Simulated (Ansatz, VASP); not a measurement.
**Two plane-wave programs on SiC**

Contents of INCAR:

```
PREC = Accurate
ENCUT = 600
EDIFF = 1E-6
ISMEAR = 0
SIGMA = 0.02
LREAL = False
LASPH = True
NELM = 80
ALGO = Normal
ISIF = 3
LWAVE = False
LCHARG = False
GGA = PE
IBRION = 2
NSW = 100
EDIFFG = -0.01
```

KPOINTS

```
regular mesh
0
Gamma
  6 6 10
```

POSCAR

```
SiC
1.0
    5.6068377108      0.0000000000      0.0000000000
    0.0000000000      5.6068377108      0.0000000000
    0.0000000000      0.0000000000      3.0237722310
Si C
4 4
Direct
    0.0940946380      0.3339486449      0.2356654909
    0.9059053620      0.6660513551      0.7356654909
    0.6660513551      0.0940946380      0.9856654909
    0.3339486449      0.9059053620      0.4856654909
    0.3279517065      0.1210930321      0.0143345091
    0.6720482935      0.8789069679      0.5143345091
    0.8789069679      0.3279517065      0.7643345091
    0.1210930321      0.6720482935      0.2643345091
```

Input for Ansatz:

```yaml
crystal:
  lattice:
    - [5.6068377108, 0.0, 0.0]
    - [0.0, 5.6068377108, 0.0]
    - [0.0, 0.0, 3.023772231]
  atoms:
    - { symbol: Si, position: [0.094094638, 0.3339486449, 0.2356654909] }
    - { symbol: Si, position: [0.905905362, 0.6660513551, 0.7356654909] }
    - { symbol: Si, position: [0.6660513551, 0.094094638, 0.9856654909] }
    - { symbol: Si, position: [0.3339486449, 0.905905362, 0.4856654909] }
    - { symbol: C, position: [0.3279517065, 0.1210930321, 0.0143345091] }
    - { symbol: C, position: [0.6720482935, 0.8789069679, 0.5143345091] }
    - { symbol: C, position: [0.8789069679, 0.3279517065, 0.7643345091] }
    - { symbol: C, position: [0.1210930321, 0.6720482935, 0.2643345091] }
basis:
  ecutwfc: 420
kpoints:
  mp_grid: { grid: [6, 6, 10] }
hamiltonian:
  xc: pbe
scf:
  occupations: { method: gaussian, width: 0.02 }
output:
  forces: true
  stress: true
  eigenvalues: true
relax:
  adjacent_minimum: "off"
  f_tol: 0.01
  max_steps: 80
  cell: { stress_tol: 0.05 }
```

Alike in both runs: task relaxation of cell and atoms; functional PBE; k mesh 6 × 6 × 10; occupations gaussian, width 0.02 eV; no spin polarisation.

|  | VASP | Ansatz |
| --- | --- | --- |
| version | VASP 6.6.1 | Ansatz 0.2.0 |
| potentials or method | VASP PAW PBE potentials, release 64 (Si, C), cutoff 600 eV | scalar-relativistic, plane waves, PAW |
| valence electrons in the cell | 32 | 32 |

|  | VASP | Ansatz | Ansatz less VASP |
| --- | --- | --- | --- |
| gap on the k mesh at the Fermi level, each at its own relaxed structure (eV) | 0.93 | 0.93 | +0.002 |
| relaxed volume (Å³/atom) | 11.87 | 11.88 | +0.009 |
| relaxed length of the cell vector where the two differ most in proportion (Å) | 5.606 | 5.608 | +0.0017 |
